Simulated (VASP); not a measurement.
Here is a VASP 6.6.1 calculation.

Contents of POSCAR:

```
HfO2
1.0
    0.0000000000      2.5982289967      2.5071283606
    2.5982289967      0.0000000000      2.5071283606
    2.5982289967      2.5982289967      0.0000000000
Hf O
1 2
Direct
    0.0000000000      0.0000000000      0.0000000000
    0.2500000000      0.2500000000      0.2500000000
    0.7500000000      0.7500000000      0.7500000000
```

Contents of INCAR.step1:

```
PREC     = Accurate       # precision mode
ENCUT    = 520            # plane-wave cutoff, eV
ISMEAR   = 0              # smearing method
SIGMA    = 0.01           # smearing width, eV
LREAL    = False          # projectors in reciprocal space
LASPH    = True           # aspherical terms in the spheres
NELM     = 80             # most SCF steps
NBANDS   = 18             # bands
GGA      = PE             # functional
ALGO     = Normal         # electronic algorithm
EDIFF    = 1E-4           # SCF threshold, eV
LWAVE    = True           # write WAVECAR
LCHARG   = False          # write CHGCAR
```

The input INCAR.step2:

```
PREC     = Accurate       # precision mode
ENCUT    = 520            # plane-wave cutoff, eV
EDIFF    = 1E-7           # SCF threshold, eV
ISMEAR   = 0              # smearing method
SIGMA    = 0.01           # smearing width, eV
LREAL    = False          # projectors in reciprocal space
LASPH    = True           # aspherical terms in the spheres
NELM     = 80             # most SCF steps
ALGO     = Normal         # electronic algorithm
ISIF     = 2              # what is computed and relaxed
LWAVE    = False          # write WAVECAR
LCHARG   = False          # write CHGCAR
METAGGA  = R2SCAN         # meta-GGA
LMIXTAU  = True         
NBANDS   = 18             # bands
ISTART   = 1
```

KPOINTS

```
Automatic mesh
0
Gamma
  8 8 8
```

Potentials or basis: VASP PAW PBE potentials, release 64 (Hf_pv, O).

The run is started by

```bash
$ cat potpaw_PBE.64/Hf_pv/POTCAR potpaw_PBE.64/O/POTCAR > POTCAR
$ cp INCAR.step1 INCAR
$ mpirun -np 1 vasp_std > vasp.out
$ cp INCAR.step2 INCAR
$ mpirun -np 1 vasp_std > vasp.out
```

(1) Estimate the pressure.

(2) What does it give for the band gap on the k mesh?

Results:

(1) -14.6 GPa.

(2) 3.85 eV, indirect (least direct gap 3.89 eV).

Caveat: the cell differs from its parent crystal (epitaxial xy strain +2.7%); the PAW data sets were made with another functional, which shifts forces and pressure a little; spin-orbit coupling is left out, which moves the levels of the heavy elements.
